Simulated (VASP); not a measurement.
# Ba (Cmmm) in VASP: single point with LDA

Aim: the single point of Ba with LDA.

Program: VASP 6.6.1. These are calculated values, not measurements. Logs are shortened: lines on timing, memory, paths and dates and some standing lists are left out, and cuts for length are marked.

**1. The cell of the first run**

The structure is orthorhombic, space group Cmmm (No. 65). Conventional cell: a = 3.910 Å, b = 7.300 Å, c = 5.700 Å, α = 90.00°, β = 90.00°, γ = 90.00°. Within 5.1 Å of Ba (site symmetry mmm) lie 6 Ba at 3.91 to 4.14 Å.

**2. Single point, LDA**

INCAR reads:

```
PREC = Accurate
ENCUT = 520
EDIFF = 1E-6
ISMEAR = 0
SIGMA = 0.15
LREAL = False
LASPH = True
NELM = 80
ALGO = Fast
ISIF = 2
LWAVE = False
LCHARG = True
GGA = CA
LELF = True
LVHAR = True
NBANDS = 11
```

KPOINTS reads:

```
regular mesh
0
Gamma
  14 14 8
```

POSCAR reads:

```
Ba
1.0
    1.9550000000     -3.6500000000      0.0000000000
    1.9550000000      3.6500000000      0.0000000000
    0.0000000000      0.0000000000      5.7000000000
Ba
1
Direct
    0.0000000000      0.0000000000      0.0000000000
```

Potentials or basis: VASP PAW LDA potentials, release 64 (Ba_sv).

The run is started by

```bash
> cat potpaw_LDA.64/Ba_sv/POTCAR > POTCAR
> mpirun -np 1 vasp_std > vasp.out
```

OUTCAR:

```text
PREC = Accurate
   ENCUT = 520
   EDIFF = 1E-6
   ISMEAR = 0
   LREAL = False
   LASPH = True
   NELM = 80
   ISIF = 2
   GGA = CA

 ion  position               nearest neighbor table
   1  0.000  0.000  0.000-

  LATTYP: Found a base centered orthorhombic cell.
 ALAT       =     3.9100000000
 B/A-ratio  =     1.8670076726
 C/A-ratio  =     1.4578005115

  Lattice vectors:

 A1 = (   1.9550000000,  -3.6500000000,   0.0000000000)
 A2 = (   1.9550000000,   3.6500000000,   0.0000000000)
 A3 = (   0.0000000000,   0.0000000000,   5.7000000000)

Analysis of symmetry for initial positions (statically):
=====================================================================
 Subroutine PRICEL returns:
 Original cell was already a primitive cell.

 Routine SETGRP: Setting up the symmetry group for a
 base centered orthorhombic supercell.

 Subroutine GETGRP returns: Found  8 space group operations
 (whereof  8 operations were pure point group operations)
 out of a pool of  8 trial point group operations.

The static configuration has the point symmetry D_2h.

Analysis of symmetry for dynamics (positions and initial velocities):
=====================================================================
 Subroutine PRICEL returns:
 Original cell was already a primitive cell.

 Routine SETGRP: Setting up the symmetry group for a
 base centered orthorhombic supercell.

 Subroutine GETGRP returns: Found  8 space group operations
 (whereof  8 operations were pure point group operations)
 out of a pool of  8 trial point group operations.

The dynamic configuration has the point symmetry D_2h.

 Subroutine INISYM returns: Found  8 space group operations
 (whereof  8 operations are pure point group operations),
 and found     1 'primitive' translations

----------------------------------------------------------------------------------------

                                     Primitive cell

  volume of cell :      81.3476

  direct lattice vectors                    reciprocal lattice vectors
     1.955000000 -3.650000000  0.000000000     0.255754476 -0.136986301  0.000000000
     1.955000000  3.650000000  0.000000000     0.255754476  0.136986301  0.000000000
     0.000000000  0.000000000  5.700000000     0.000000000  0.000000000  0.175438596

  length of vectors
     4.140594764  4.140594764  5.700000000     0.290130313  0.290130313  0.175438596

  position of ions in fractional coordinates (direct lattice)
     0.000000000  0.000000000  0.000000000

  ion indices of the primitive-cell ions
   primitive index   ion index
                 1           1

----------------------------------------------------------------------------------------

 KPOINTS: regular mesh

Automatic generation of k-mesh.
 Grid dimensions read from file:
 generate k-points for:   14   14    8

 Generating k-lattice:

  Cartesian coordinates                     Fractional coordinates (reciprocal lattice)
     0.018268177 -0.009784736  0.000000000     0.071428571 -0.000000000  0.000000000
     0.018268177  0.009784736  0.000000000    -0.000000000  0.071428571  0.000000000
     0.000000000  0.000000000  0.021929825     0.000000000  0.000000000  0.125000000

  Length of vectors
     0.020723594  0.020723594  0.021929825

  Shift w.r.t. Gamma in fractional coordinates (k-lattice)
     0.000000000  0.000000000  0.000000000

 Subroutine IBZKPT returns following result:
 ===========================================

 Found    285 irreducible k-points:

 Following reciprocal coordinates:
            Coordinates               Weight
  0.000000  0.000000  0.000000      1.000000
  0.071429  0.000000  0.000000      4.000000
  0.142857  0.000000  0.000000      4.000000
  0.214286  0.000000  0.000000      4.000000
  0.285714  0.000000  0.000000      4.000000
  0.357143  0.000000  0.000000      4.000000
[... 16 lines left out ...]
  0.214286  0.142857  0.000000      4.000000
  0.285714  0.142857  0.000000      4.000000
 [... further k-points ...]
   k-points           NKPTS =    285   k-points in BZ     NKDIM =    285   number of bands    NBANDS=     11
   number of dos      NEDOS =    301   number of ions     NIONS =      1
   total plane-waves  NPLWV =  43008
   dimension x,y,z NGX =    32 NGY =   32 NGZ =   42
   dimension x,y,z NGXF=    64 NGYF=   64 NGZF=   84
   ions per type =               1
   NGX,Y,Z   is equivalent  to a cutoff of  12.85, 12.85, 12.25 a.u.
   NGXF,Y,Z  is equivalent  to a cutoff of  25.70, 25.70, 24.50 a.u.
 SYSTEM =  unknown system
   PREC   = accura    normal or accurate (medium, high low for compatibility)
   ISTART =      0    job   : 0-new  1-cont  2-samecut
   ICHARG =      2    charge: 1-file 2-atom 10-const
   ISPIN  =      1    spin polarized calculation?
   LNONCOLLINEAR =      F non collinear calculations
   LSORBIT =      F    spin-orbit coupling
   LASPH  =      T    aspherical Exc in radial PAW
   ENCUT  =  520.0 eV  38.22 Ry    6.18 a.u.   7.70  7.70 10.60*2*pi/ulx,y,z
   NELM   =     80;   NELMIN=  2; NELMDL= -5     # of ELM steps
   EDIFF  = 0.1E-05   stopping-criterion for ELM
   LREAL  =      F    real-space projection
   EDIFFG = 0.1E-04   stopping-criterion for IOM
   NSW    =      0    number of steps for IOM
   IBRION =     -1    ionic relax: 0-MD 1-quasi-New 2-CG
   NFREE  =      0    steps in history (QN), initial steepest desc. (CG)
   ISIF   =      2    stress and relaxation
   ISYM   =      2    0-nonsym 1-usesym 2-fastsym
   POTIM  = 0.5000    time-step for ionic-motion
   TEBEG  =    0.0;   TEEND  =   0.0 temperature during run
   PSTRESS=    0.0 pullay stress
   NELECT =      10.0000    total number of electrons
   NUPDOWN=      -1.0000    fix difference up-down
   EMIN   =  10.00;   EMAX   =-10.00  energy-range for DOS
   EFERMI =   0.00;   METHOD = LEGACY
   ISMEAR =     0;   SIGMA  =   0.15  broadening in eV -4-tet -1-fermi 0-gaus
   EFERMI_NEDOS =   21; number of points for ismear=-14 and -15
   IALGO  =     68    algorithm
   IMIX   =      4    mixing-type and parameters
     AMIX     =   0.40;   BMIX     =  1.00
     AMIX_MAG =   1.60;   BMIX_MAG =  1.00
  volume/ion in A,a.u.               =      81.35       548.96
  Fermi-wavevector in a.u.,A,eV,Ry     =   0.814004  1.538245  9.015260  0.662603
  Thomas-Fermi vector in A             =   1.923832
   LORBIT       =      0    0 simple, 1 ext, 2 COOP (PROOUT), +10 PAW based schemes
   GGA     = CA    functional components
   LHFCALC =     F    Hartree Fock is set to
   AEXX    =    0.0000 exact exchange contribution
   IVDW    =     0    specifies the selected vdW correction
   LEPSILON=     F    determine dielectric tensor
   LRPA    =     F    only Hartree local field effects (RPA)
 non-spin polarized calculation
 RMM-DIIS sequential band-by-band and
 Gauss-broadening in eV      SIGMA  =   0.15
  energy-cutoff  :      520.00
  volume of cell :       81.35
 maximum number of plane-waves:      2214
   NGX = 15   NGY = 15   NGZ = 21

 number of electron      10.0000001 magnetization

 Free energy of the ion-electron system (eV)
  ---------------------------------------------------
  ext. energy  EPLUGINS =         0.00000000
  ---------------------------------------------------
  free energy    TOTEN  =        -1.62597202 eV

  energy without entropy =       -1.59300098  energy(sigma->0) =       -1.60948650

 E-fermi :   0.5500     XC(G=0):  -6.6159

 val. band max:        0.5494383052   @ k =   0.0714   0.0000   0.2500
 cond. band min:       0.5502896967   @ k =  -0.4286   0.2143   0.5000
 fundamental gap:      0.0008513914
 Fermi energy:         0.5500230948

 k-point     1 :       0.0000    0.0000    0.0000
  band No.  band energies     occupation
      1     -28.5190      2.00000
      2     -13.7876      2.00000
      3     -13.3091      2.00000
      4     -13.2170      2.00000
      5      -1.8152      2.00000
      6       0.4992      1.36808
      7       1.9899      0.00000
      8       2.9623      0.00000
      9       3.6566      0.00000
     10       4.4781      0.00000
     11       4.7997      0.00000

 k-point     2 :       0.0714    0.0000    0.0000
  band No.  band energies     occupation
      1     -28.5141      2.00000
      2     -13.7806      2.00000
      3     -13.3258      2.00000
      4     -13.2607      2.00000
      5      -1.7024      2.00000
      6       0.5781      0.79093
      7       2.0482      0.00000
      8       2.8222      0.00000
      9       3.3084      0.00000
     10       4.4833      0.00000
     11       5.1058      0.00000

 k-point     3 :       0.1429    0.0000    0.0000
  band No.  band energies     occupation
      1     -28.5002      2.00000
      2     -13.7610      2.00000
      3     -13.4240      2.00000
      4     -13.3282      2.00000
      5      -1.3896      2.00000
      6       0.7985      0.01917
      7       2.0149      0.00000
      8       2.7398      0.00000
      9       2.7815      0.00000
     10       4.3562      0.00000
     11       5.6940      0.00000

 k-point     4 :       0.2143    0.0000    0.0000
  band No.  band energies     occupation
      1     -28.4800      2.00000
      2     -13.7324      2.00000
      3     -13.6093      2.00000
      4     -13.3737      2.00000
      5      -0.9487      2.00000
      6       1.0328      0.00001
      7       1.8464      0.00000
      8       2.2007      0.00000
      9       3.2293      0.00000
     10       4.1728      0.00000
     11       6.2270      0.00000
[... 239 lines left out ...]
 k-point    22 :       0.1429    0.1429    0.0000
  band No.  band energies     occupation
      1     -28.4655      2.00000
      2     -13.7380      2.00000
      3     -13.7129      2.00000
      4     -13.3910      2.00000
      5      -0.6567      2.00000
      6       1.3334      0.00000
      7       1.4551      0.00000
      8       1.9519      0.00000
      9       3.6214      0.00000
     10       4.0247      0.00000
     11       6.5942      0.00000

 k-point    23 :       0.2143    0.1429    0.0000
  band No.  band energies     occupation
      1     -28.4450      2.00000
      2     -13.9043      2.00000
      3     -13.6838      2.00000
      4     -13.4424      2.00000
      5      -0.1592      2.00000
      6       1.1073      0.00000
      7       1.6161      0.00000
      8       1.7726      0.00000
      9       3.7274      0.00000
     10       4.3798      0.00000
     11       6.6051      0.00000

 k-point    24 :       0.2857    0.1429    0.0000
  band No.  band energies     occupation
      1     -28.4278      2.00000
      2     -14.0299      2.00000
      3     -13.6589      2.00000
      4     -13.4990      2.00000
      5       0.1883      1.99935
      6       1.0980      0.00000
      7       1.3847      0.00000
      8       2.2083      0.00000
      9       3.4319      0.00000
     10       4.7516      0.00000
     11       6.7023      0.00000

 [... further k-points ...]
[... 5 lines left out ...]
  --------------------------------------------------------------------------------------
  -------------------------------------------------------------------------------------
  Total        0.7038149     -0.0370645     -1.1654594      0.0000000      0.0000000      0.0000000
  in kB       13.8619566     -0.7300026    -22.9542575      0.0000000      0.0000000      0.0000000
  external PRESSURE =      -3.2741011 kB  Pullay stress =       0.0000000 kB

 VOLUME and BASIS-vectors are now :
 -----------------------------------------------------------------------------
  energy-cutoff  :      520.00
  volume of cell :       81.35
      direct lattice vectors                 reciprocal lattice vectors
     1.955000000 -3.650000000  0.000000000     0.255754476 -0.136986301  0.000000000
     1.955000000  3.650000000  0.000000000     0.255754476  0.136986301  0.000000000
     0.000000000  0.000000000  5.700000000     0.000000000  0.000000000  0.175438596

 POSITION                                       TOTAL-FORCE (eV/Angst)
 -----------------------------------------------------------------------------------
      0.00000      0.00000      0.00000         0.000000      0.000000      0.000000
 -----------------------------------------------------------------------------------
    total drift:                                0.000000     -0.000000     -0.000000

  FREE ENERGIE OF THE ION-ELECTRON SYSTEM (eV)
  ---------------------------------------------------
  free  energy   TOTEN  =        -1.6259720248 eV

  energy  without entropy=       -1.5930009828  energy(sigma->0) =       -1.60948650
```

Run time: 5.9 min. Hardware: 1 thread of Oxide Virtual Turin-like, shared host; peak memory 0.33 GiB.

Results:

```yaml
Free_energy: -1.6260 eV
Pressure: -0.3 GPa
Band_gap_on_the_k_mesh: zero (band 5 reaches 1.39 eV, above the bottom of band 6 at 0.31 eV)
```

Stress tensor (GPa, compression positive):
```
 1.39  0.00  0.00
 0.00 -0.07  0.00
 0.00  0.00 -2.30
```

Caveat: spin-orbit coupling is left out, which moves the levels of the heavy elements.
